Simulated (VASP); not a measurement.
Runs of VASP 6.6.1 on Be. The structure is that of space group Pm-3m (No. 221), or close to it. The cells are those of the table. 

```tsv
level	spin	cell	k mesh	grid for exact exchange (PRECFOCK)	gap on the mesh (eV)	pressure (GPa)
r2SCAN	off	a = 2.171 Å, 1 atom	15 × 15 × 15	-	none	(a)
r2SCAN	off	a = 2.228 Å, 1 atom	16 × 16 × 16	-	none	-5.1
r2SCAN0	off	a = 2.171 Å, 1 atom	7 × 7 × 7	Normal	none	-0.8
r2SCAN	off	a = 2.255 Å, 1 atom	16 × 16 × 16	-	none	(b)
r2SCAN	non-collinear, zero start, SOC	a = 2.171 Å, 1 atom	14 × 14 × 14	-	-	0.5
```

Alike in all rows: task single point; potentials or basis VASP PAW PBE potentials, release 64 (Be); cutoff (eV) 520; smearing fermi-dirac 0.1 eV.

Estimate the missing entries.

(a) 0.0; (b) -7.1.

Caveats: some runs use coarse meshes; the PAW data sets were made with another functional, which shifts forces and pressure a little.

A gap of «none» marks levels without a gap at the run's occupations.
